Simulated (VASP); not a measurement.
# ZrOs3 (Pm-3m) in VASP: single point with PBE

Aim: the single point of ZrOs3 with PBE.

Program: VASP 6.6.1. These are calculated values, not measurements. Logs are shortened: lines on timing, memory, paths and dates and some standing lists are left out, and cuts for length are marked.

### Step 1. The cell of the first run

Symmetry: Pm-3m, No. 221, cubic system. Conventional cell: a = 3.997 Å, b = 3.997 Å, c = 3.997 Å, α = 90.00°, β = 90.00°, γ = 90.00°. Zr (site symmetry m-3m) has 12 Os at 2.83 Å within 3.7 Å. Os (site symmetry 4/mmm) has 4 Zr at 2.83 Å and 8 Os at 2.83 Å within 3.7 Å.

### Step 2. Single point, PBE

File INCAR:

```
SYSTEM = ZrOs3
  PREC = Accurate
  ENCUT = 600
  EDIFF = 1E-6
  ISMEAR = -1
  SIGMA = 0.15
  LREAL = .False.
  LASPH = .True.
  NELM = 120
  ALGO = Normal
  ISIF = 2
  LWAVE = .False.
  LCHARG = .False.
  GGA = PE
  NBANDS = 26
  GGA_COMPAT = .False.
```

File KPOINTS:

```
Automatic mesh
0
Gamma
  5 5 5
  0 0 0
```

File POSCAR:

```
ZrOs3
1.0
    3.9965900000      0.0000000000      0.0000000000
    0.0000000000      3.9965900000      0.0000000000
    0.0000000000      0.0000000000      3.9965900000
Zr Os
1 3
Direct
    0.0000000000      0.0000000000      0.0000000000
    0.5000000000      0.5000000000      0.0000000000
    0.0000000000      0.5000000000      0.5000000000
    0.5000000000      0.0000000000      0.5000000000
```

Potentials or basis: VASP PAW PBE potentials, release 64 (Zr_sv, Os).

Run with:

```sh
> cat potpaw_PBE.64/Zr_sv/POTCAR potpaw_PBE.64/Os/POTCAR > POTCAR
> mpirun -np 1 vasp_std > vasp.out
```

OUTCAR:

```text
SYSTEM = ZrOs3
   PREC = Accurate
   ENCUT = 600
   EDIFF = 1E-6
   ISMEAR = -1
   LREAL = .False.
   LASPH = .True.
   NELM = 120
   ISIF = 2
   GGA = PE

 ion  position               nearest neighbor table
   1  0.000  0.000  0.000-   2 2.83   3 2.83   4 2.83   3 2.83   4 2.83   2 2.83   3 2.83   3 2.83
                             2 2.83   4 2.83   4 2.83   2 2.83
   2  0.500  0.500  0.000-   1 2.83   3 2.83   4 2.83   3 2.83   4 2.83   1 2.83   4 2.83   4 2.83
                             1 2.83   3 2.83   3 2.83   1 2.83
   3  0.000  0.500  0.500-   1 2.83   2 2.83   4 2.83   1 2.83   2 2.83   1 2.83   4 2.83   1 2.83
                             2 2.83   4 2.83   2 2.83   4 2.83
   4  0.500  0.000  0.500-   1 2.83   2 2.83   3 2.83   1 2.83   2 2.83   2 2.83   3 2.83   2 2.83
                             1 2.83   3 2.83   1 2.83   3 2.83

  LATTYP: Found a simple cubic cell.
 ALAT       =     3.9965900000

  Lattice vectors:

 A1 = (   3.9965900000,   0.0000000000,   0.0000000000)
 A2 = (   0.0000000000,   3.9965900000,   0.0000000000)
 A3 = (   0.0000000000,   0.0000000000,   3.9965900000)

Analysis of symmetry for initial positions (statically):
=====================================================================
 Subroutine PRICEL returns:
 Original cell was already a primitive cell.

 Routine SETGRP: Setting up the symmetry group for a
 simple cubic supercell.

 Subroutine GETGRP returns: Found 48 space group operations
 (whereof 48 operations were pure point group operations)
 out of a pool of 48 trial point group operations.

The static configuration has the point symmetry O_h .

Analysis of symmetry for dynamics (positions and initial velocities):
=====================================================================
 Subroutine PRICEL returns:
 Original cell was already a primitive cell.

 Routine SETGRP: Setting up the symmetry group for a
 simple cubic supercell.

 Subroutine GETGRP returns: Found 48 space group operations
 (whereof 48 operations were pure point group operations)
 out of a pool of 48 trial point group operations.

The dynamic configuration has the point symmetry O_h .

 Subroutine INISYM returns: Found 48 space group operations
 (whereof 48 operations are pure point group operations),
 and found     1 'primitive' translations

----------------------------------------------------------------------------------------

                                     Primitive cell

  volume of cell :      63.8365

  direct lattice vectors                    reciprocal lattice vectors
     3.996590000  0.000000000  0.000000000     0.250213307  0.000000000  0.000000000
     0.000000000  3.996590000  0.000000000     0.000000000  0.250213307  0.000000000
     0.000000000  0.000000000  3.996590000     0.000000000  0.000000000  0.250213307

  length of vectors
     3.996590000  3.996590000  3.996590000     0.250213307  0.250213307  0.250213307

  position of ions in fractional coordinates (direct lattice)
     0.000000000  0.000000000  0.000000000
     0.500000000  0.500000000  0.000000000
     0.000000000  0.500000000  0.500000000
     0.500000000  0.000000000  0.500000000

  ion indices of the primitive-cell ions
   primitive index   ion index
                 1           1
                 2           2
                 3           3
                 4           4

----------------------------------------------------------------------------------------

 KPOINTS: Automatic mesh

Automatic generation of k-mesh.
 Grid dimensions read from file:
 generate k-points for:    5    5    5

 Generating k-lattice:

  Cartesian coordinates                     Fractional coordinates (reciprocal lattice)
     0.050042661  0.000000000  0.000000000     0.200000000  0.000000000  0.000000000
     0.000000000  0.050042661  0.000000000     0.000000000  0.200000000  0.000000000
     0.000000000  0.000000000  0.050042661     0.000000000  0.000000000  0.200000000

  Length of vectors
     0.050042661  0.050042661  0.050042661

  Shift w.r.t. Gamma in fractional coordinates (k-lattice)
     0.000000000  0.000000000  0.000000000

 Subroutine IBZKPT returns following result:
 ===========================================

 Found     10 irreducible k-points:

 Following reciprocal coordinates:
            Coordinates               Weight
  0.000000  0.000000  0.000000      1.000000
  0.200000  0.000000  0.000000      6.000000
  0.400000  0.000000  0.000000      6.000000
  0.200000  0.200000  0.000000     12.000000
  0.400000  0.200000  0.000000     24.000000
  0.400000  0.400000  0.000000     12.000000
  0.200000  0.200000  0.200000      8.000000
  0.400000  0.200000  0.200000     24.000000
  0.400000  0.400000  0.200000     24.000000
  0.400000  0.400000  0.400000      8.000000
   k-points           NKPTS =     10   k-points in BZ     NKDIM =     10   number of bands    NBANDS=     26
   number of dos      NEDOS =    301   number of ions     NIONS =      4
   total plane-waves  NPLWV =  32768
   dimension x,y,z NGX =    32 NGY =   32 NGZ =   32
   dimension x,y,z NGXF=    64 NGYF=   64 NGZF=   64
   ions per type =               1   3
   NGX,Y,Z   is equivalent  to a cutoff of  13.31, 13.31, 13.31 a.u.
   NGXF,Y,Z  is equivalent  to a cutoff of  26.62, 26.62, 26.62 a.u.
 SYSTEM =  ZrOs3
   PREC   = accura    normal or accurate (medium, high low for compatibility)
   ISTART =      0    job   : 0-new  1-cont  2-samecut
   ICHARG =      2    charge: 1-file 2-atom 10-const
   ISPIN  =      1    spin polarized calculation?
   LNONCOLLINEAR =      F non collinear calculations
   LSORBIT =      F    spin-orbit coupling
   LASPH  =      T    aspherical Exc in radial PAW
   ENCUT  =  600.0 eV  44.10 Ry    6.64 a.u.   7.98  7.98  7.98*2*pi/ulx,y,z
   NELM   =    120;   NELMIN=  2; NELMDL= -5     # of ELM steps
   EDIFF  = 0.1E-05   stopping-criterion for ELM
   LREAL  =      F    real-space projection
[... 7 lines left out ...]
   TEBEG  =    0.0;   TEEND  =   0.0 temperature during run
   PSTRESS=    0.0 pullay stress
   NELECT =      36.0000    total number of electrons
   NUPDOWN=      -1.0000    fix difference up-down
   EMIN   =  10.00;   EMAX   =-10.00  energy-range for DOS
   EFERMI =   0.00;   METHOD = LEGACY
   ISMEAR =    -1;   SIGMA  =   0.15  broadening in eV -4-tet -1-fermi 0-gaus
   EFERMI_NEDOS =   21; number of points for ismear=-14 and -15
   IALGO  =     38    algorithm
   IMIX   =      4    mixing-type and parameters
     AMIX     =   0.40;   BMIX     =  1.00
     AMIX_MAG =   1.60;   BMIX_MAG =  1.00
  volume/ion in A,a.u.               =      15.96       107.70
  Fermi-wavevector in a.u.,A,eV,Ry     =   1.352548  2.555945 24.890314  1.829386
  Thomas-Fermi vector in A             =   2.479878
   LORBIT       =      0    0 simple, 1 ext, 2 COOP (PROOUT), +10 PAW based schemes
   GGA     = PE    functional components
   LHFCALC =     F    Hartree Fock is set to
   AEXX    =    0.0000 exact exchange contribution
   IVDW    =     0    specifies the selected vdW correction
   LEPSILON=     F    determine dielectric tensor
   LRPA    =     F    only Hartree local field effects (RPA)
 non-spin polarized calculation
  energy-cutoff  :      600.00
  volume of cell :       63.84
 maximum number of plane-waves:      2158
 NGX is ok and might be reduce to    32
   NGX = 15   NGY = 15   NGZ = 15

 number of electron      36.0000004 magnetization

 Free energy of the ion-electron system (eV)
  ---------------------------------------------------
  ext. energy  EPLUGINS =         0.00000000
  ---------------------------------------------------
  free energy    TOTEN  =       -42.56776539 eV

  energy without entropy =      -42.19944585  energy(sigma->0) =      -42.38360562

 E-fermi :   8.7907     XC(G=0): -13.1879

 val. band max:        8.7577689233   @ k =   0.4000   0.0000   0.0000
 cond. band min:       8.8384261917   @ k =   0.4000   0.4000   0.0000
 fundamental gap:      0.0806572685
 Fermi energy:         8.7906613608

 k-point     1 :       0.0000    0.0000    0.0000
  band No.  band energies     occupation
      1     -39.0836      2.00000
      2     -17.2018      2.00000
      3     -17.2018      2.00000
      4     -17.2018      2.00000
      5       0.0758      2.00000
      6       3.0448      2.00000
[... 18 lines left out ...]
     25      13.6948      0.00000
     26      15.1382      0.00000

 k-point     2 :       0.2000    0.0000    0.0000
  band No.  band energies     occupation
      1     -39.0811      2.00000
      2     -17.2445      2.00000
      3     -17.2092      2.00000
      4     -17.2092      2.00000
      5       0.6308      2.00000
      6       3.3224      2.00000
[... 18 lines left out ...]
     25      13.3287      0.00000
     26      15.0859      0.00000

 k-point     3 :       0.4000    0.0000    0.0000
  band No.  band energies     occupation
      1     -39.0770      2.00000
      2     -17.3126      2.00000
      3     -17.2211      2.00000
      4     -17.2211      2.00000
      5       2.0183      2.00000
      6       3.5629      2.00000
[... 18 lines left out ...]
     25      12.7258      0.00000
     26      15.0214      0.00000

 k-point     4 :       0.2000    0.2000    0.0000
  band No.  band energies     occupation
      1     -39.0791      2.00000
      2     -17.2575      2.00000
      3     -17.2322      2.00000
      4     -17.2163      2.00000
      5       1.1360      2.00000
      6       3.7530      2.00000
[... 18 lines left out ...]
     25      13.6698      0.00000
     26      13.8535      0.00000
[... 90 lines left out ...]
      1     -39.0753      2.00000
      2     -17.2944      2.00000
      3     -17.2545      2.00000
      4     -17.2330      2.00000
      5       2.5885      2.00000
      6       3.8970      2.00000
[... 18 lines left out ...]
     25      12.7969      0.00000
     26      13.6851      0.00000

 k-point     9 :       0.4000    0.4000    0.2000
  band No.  band energies     occupation
      1     -39.0743      2.00000
      2     -17.2816      2.00000
      3     -17.2689      2.00000
      4     -17.2419      2.00000
      5       3.0496      2.00000
      6       3.7627      2.00000
[... 18 lines left out ...]
     25      12.8055      0.00000
     26      13.4482      0.00000

 k-point    10 :       0.4000    0.4000    0.4000
  band No.  band energies     occupation
      1     -39.0747      2.00000
      2     -17.2652      2.00000
      3     -17.2511      2.00000
      4     -17.2511      2.00000
      5       2.7683      2.00000
      6       3.0879      2.00000
[... 18 lines left out ...]
     25      13.0242      0.00000
     26      13.9312      0.00000

------------------------ aborting loop because EDIFF is reached ----------------------------------------

  FORCE on cell =-STRESS in cart. coord.  units (eV):
  Direction    XX          YY          ZZ          XY          YZ          ZX
  --------------------------------------------------------------------------------------
  -------------------------------------------------------------------------------------
  Total       -0.6818283     -0.6818283     -0.6818283     -0.0000000      0.0000000     -0.0000000
  in kB      -17.1126328    -17.1126328    -17.1126328     -0.0000000      0.0000000     -0.0000000
  external PRESSURE =     -17.1126328 kB  Pullay stress =       0.0000000 kB

 VOLUME and BASIS-vectors are now :
 -----------------------------------------------------------------------------
  energy-cutoff  :      600.00
  volume of cell :       63.84
      direct lattice vectors                 reciprocal lattice vectors
     3.996590000  0.000000000  0.000000000     0.250213307  0.000000000  0.000000000
     0.000000000  3.996590000  0.000000000     0.000000000  0.250213307  0.000000000
     0.000000000  0.000000000  3.996590000     0.000000000  0.000000000  0.250213307

 POSITION                                       TOTAL-FORCE (eV/Angst)
 -----------------------------------------------------------------------------------
      0.00000      0.00000      0.00000         0.000000      0.000000      0.000000
      1.99829      1.99829      0.00000         0.000000      0.000000      0.000000
      0.00000      1.99829      1.99829         0.000000      0.000000      0.000000
      1.99829      0.00000      1.99829         0.000000      0.000000      0.000000
 -----------------------------------------------------------------------------------
    total drift:                                0.000000     -0.000000     -0.000000

  FREE ENERGIE OF THE ION-ELECTRON SYSTEM (eV)
  ---------------------------------------------------
  free  energy   TOTEN  =       -42.5677653859 eV

  energy  without entropy=      -42.1994458504  energy(sigma->0) =      -42.38360562
```

Wall time 27 s (1 thread of AMD EPYC 7R43 (Zen 3), shared host); peak memory 0.15 GiB.

What came out:

```yaml
Free_energy: -42.5678 eV
Pressure: -1.7 GPa
Band_gap_on_the_k_mesh: zero (bands 18 and 19 overlap by 3.19 eV)
```

Levels at points of the mesh, in eV from the Fermi level:
```
           k point  band 14  band 15  band 16  band 17  band 18  band 19  band 20  band 21  band 22  band 23
(0.00, 0.00, 0.00)    -1.50     0.86     0.86     2.38     2.95     2.95     2.95     3.17     3.17     3.17
```

Caveat: spin-orbit coupling is left out, which moves the levels of the heavy elements.
